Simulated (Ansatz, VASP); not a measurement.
BeSi in VASP and in Ansatz

```
CELL_PARAMETERS angstrom
3.60329 0.00000 0.00000
0.00000 3.60329 0.00000
0.00000 0.00000 3.43426
ATOMIC_POSITIONS crystal
Be 0.00000 0.50000 0.49982
Be 0.50000 0.00000 0.50018
Si 0.00000 0.00000 0.00000
Si 0.50000 0.50000 0.00000
```

Alike in both runs: functional PBE; k mesh 14 × 14 × 14; occupations gaussian, width 0.1 eV; no spin polarisation.

Ansatz relaxed the structure, and its values are those at the end. VASP's run is a single point on that final structure, the one shown.

|  | VASP | Ansatz |
| --- | --- | --- |
| version | VASP 6.6.1 | Ansatz 0.2.0 |
| potentials or method | VASP PAW PBE potentials, release 64 (Be, Si), cutoff 520 eV | scalar-relativistic, plane waves, PAW |
| valence electrons in the cell | 12 | 12 |

|  | VASP | Ansatz | Ansatz less VASP |
| --- | --- | --- | --- |
| gap on the k mesh at the Fermi level (eV) | none | none | - |
| pressure (GPa) | 0.0 | 0.0 | +0.03 |

A gap of «none» marks a metal or a gap that the smearing closes. With one functional, cell and mesh, what is left measures potentials, basis and numerics.
